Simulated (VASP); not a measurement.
GeS, 8 atoms in the cell. Symmetry: Pnma, No. 62, orthorhombic system. Conventional cell: a = 10.919 Å, b = 3.672 Å, c = 4.517 Å, α = 90.00°, β = 90.00°, γ = 90.00°. Ge (site symmetry m) has 3 S at 2.46 to 2.47 Å within 3.3 Å. S (site symmetry m) has 3 Ge at 2.46 to 2.47 Å within 3.3 Å. 

| Property | Result |
| --- | --- |
| Program | VASP 6.6.1 |
| Task | single point |
| Functional | PBE |
| Dispersion | D3(BJ) |
| Potentials or basis | VASP PAW PBE potentials, release 64 (Ge_d, S) |
| Cutoff | 500 eV |
| k mesh | 4 × 8 × 6 |
| Occupations | gaussian, width 0.02 eV |
| Spin | no spin polarisation |
| Dipole correction | no |
| Further INCAR settings | ALGO = Normal; EDIFF = 1e-06; NBANDS = 50 |

Potentials or basis: VASP PAW PBE potentials, release 64 (Ge_d, S).

Launch:

```bash
$ cat potpaw_PBE.64/Ge_d/POTCAR potpaw_PBE.64/S/POTCAR > POTCAR
$ mpirun -np 1 vasp_std > vasp.out
```

Hardware: 1 thread of Intel(R) Xeon(R) Platinum 8488C (Sapphire Rapids), with other jobs on the host.

Question: How long does it take, and how much memory?

Answer: It took 5.4 min on 1 thread of Intel(R) Xeon(R) Platinum 8488C (Sapphire Rapids), with other jobs on the host, peak memory 0.52 GiB. Counts: scf iterations 14, k points 60.
